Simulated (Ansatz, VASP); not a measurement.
MgVBr2O: VASP beside Ansatz

```
Br V Mg O
1.0
     3.97897    0.00000    0.00000
     0.00032    4.34448    0.00000
     1.96351    2.12933    7.17713
Br V Mg O
2 1 1 1
Direct
  0.37556 0.88072 0.25526
  0.61964 0.12381 0.74505
  0.01109 0.00553 0.99269
  0.49842 0.49927 0.99894
  0.00866 0.49619 0.99385
```

Change from the starting cell: atoms moved at random, drawn with an rms of 0.05 Å.

Alike in both runs: task single point; functional PBE; k mesh 7 × 7 × 4; occupations fermi-dirac, width 0.05 eV; collinear spin, ferromagnetic start.

|  | VASP | Ansatz |
| --- | --- | --- |
| version | VASP 6.6.1 | Ansatz 0.2.0 |
| potentials or method | VASP PAW PBE potentials, release 64 (Br, V_sv, Mg, O) | Ansatz PAW |
| plane-wave cutoff (eV) | 520 | 420 |
| valence electrons in the cell | 35 | 43 |

```tsv
	VASP	Ansatz	Ansatz less VASP
gap on the k mesh at the Fermi level (eV)	0.40	0.41	+0.011
least direct gap on the mesh (eV)	0.53	0.54	+0.011
pressure (GPa)	-1.7	-1.6	+0.04
traceless stress, the component that is largest in VASP (GPa)	-0.46	-0.42	+0.040
rms of the force components (eV/Å)	0.228	0.225	-0.0031
net moment per atom (μB)	0.60	0.60	0.000
size of the moment on the site where the two differ most (μB)	2.57	2.15	-0.414
```

Site moments also hang on the region over which each program counts them. Atom by atom the forces differ by 0.004 eV/Å (rms over components). VASP's potentials hold 35 valence electrons a cell and Ansatz's 43, so a difference there can come from the potentials and not from the codes.

Noted on Ansatz's run: odd divisions of the mesh miss points on the zone boundary, where band edges often lie, so the gap on the mesh can be too wide.
